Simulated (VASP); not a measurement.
A run of VASP 6.6.1:

The input INCAR:

```
ALGO = Normal
EDIFF = 1E-6
ENCUT = 500
GGA = PE
GGA_COMPAT = False
ISIF = 2
ISMEAR = 0
LASPH = True
LCHARG = False
LMAXMIX = 6
LREAL = False
LWAVE = False
NBANDS = 24
NELM = 200
PREC = Accurate
SIGMA = 0.1
```

The input KPOINTS:

```
k-points
0
Gamma
  6 6 2
```

The input POSCAR:

```
TmSb2Cl2
1.0
    4.9147638500      0.0000000000      0.0000000000
   -2.4573819200      4.2563103500      0.0000000000
    0.0000000000      0.0000000000      7.7144734800
Tm Sb Cl
1 2 2
Direct
    0.0000000000      0.0000000000      0.0000000000
    0.3333333300      0.6666666700      0.6459000100
    0.6666666700      0.3333333300      0.3540999900
    0.3333333300      0.6666666700      0.2585000100
    0.6666666700      0.3333333300      0.7414999900
```

Potentials or basis: VASP PAW PBE potentials, release 64 (Tm_3, Sb, Cl), 4f in core.

The run is started by

```bash
$ cat potpaw_PBE.64/Tm_3/POTCAR potpaw_PBE.64/Sb/POTCAR potpaw_PBE.64/Cl/POTCAR > POTCAR
$ mpirun -np 1 vasp_std > vasp.out
```

Hardware: 1 thread of Intel(R) Xeon(R) 6975P-C (Granite Rapids), on a shared host.

Problem. How long does it take, and how much memory?

Solution. Run time: 25 s on 1 thread of Intel(R) Xeon(R) 6975P-C (Granite Rapids), with other jobs on the host, peak memory 0.27 GiB. Counts: scf iterations 14, k points 14.
